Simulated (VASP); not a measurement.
Wanted: the native input for a VASP 6.6.1 run.

| Item | Value |
| --- | --- |
| Task | single point |
| Functional | PBE |
| Potentials or basis | VASP PAW PBE potentials, release 64 (Rh_pv) |
| Cutoff | 500 eV |
| k mesh | 21 × 21 × 12 |
| Occupations | gaussian, width 0.15 eV |
| Spin | collinear spin, ferromagnetic start |
| Starting moments | [0.375, 0.375] μB |
| Fixed moment | 0.75 μB |
| Dipole correction | no |
| Further INCAR settings | ALGO = Normal; EDIFF = 1e-06; NBANDS = 26 |

The structure of Rh lies in POSCAR:

```
Rh
1.0
    2.5504655491      0.0000000000      0.0000000000
   -1.2752327746      2.2087679570      0.0000000000
    0.0000000000      0.0000000000      4.1044582456
Rh
2
Direct
    0.6666666667      0.3333333333      0.7500000000
    0.3333333333      0.6666666667      0.2500000000
```

The input as run:

INCAR

```
SYSTEM = Rh
PREC = Accurate ; ENCUT = 500
EDIFF = 1E-6 ; ISMEAR = 0
SIGMA = 0.15 ; LREAL = .False.
LASPH = .True. ; NELM = 200
ALGO = Normal ; ISIF = 2
LWAVE = .False. ; LCHARG = .True.
ISPIN = 2 ; MAGMOM = 0.375 0.375
LORBIT = 11 ; NUPDOWN = 0.75
LMAXMIX = 4 ; GGA = PE
LELF = .True. ; LVHAR = .True.
NBANDS = 26 ; GGA_COMPAT = .False.
```

KPOINTS

```
Automatic mesh
0
Gamma
  21 21 12
  0 0 0
```

Potentials or basis: VASP PAW PBE potentials, release 64 (Rh_pv).

The run is started by

```sh
$ cat potpaw_PBE.64/Rh_pv/POTCAR > POTCAR
$ mpirun -np 1 vasp_std > vasp.out
```

It gave:

The pressure is 85.6 GPa, the net moment is 0.75 μB per cell and the site moments are Rh +0.37 μB. The valence electrons inside the program's atomic spheres are Rh 14.18.

Caveat: the total moment is fixed, so each spin has its own Fermi level.

It took 5.4 min on 1 thread of Intel(R) Xeon(R) Platinum 8259CL CPU @ 2.50GHz (Skylake/Cascade Lake), on a shared host, peak memory 0.34 GiB.
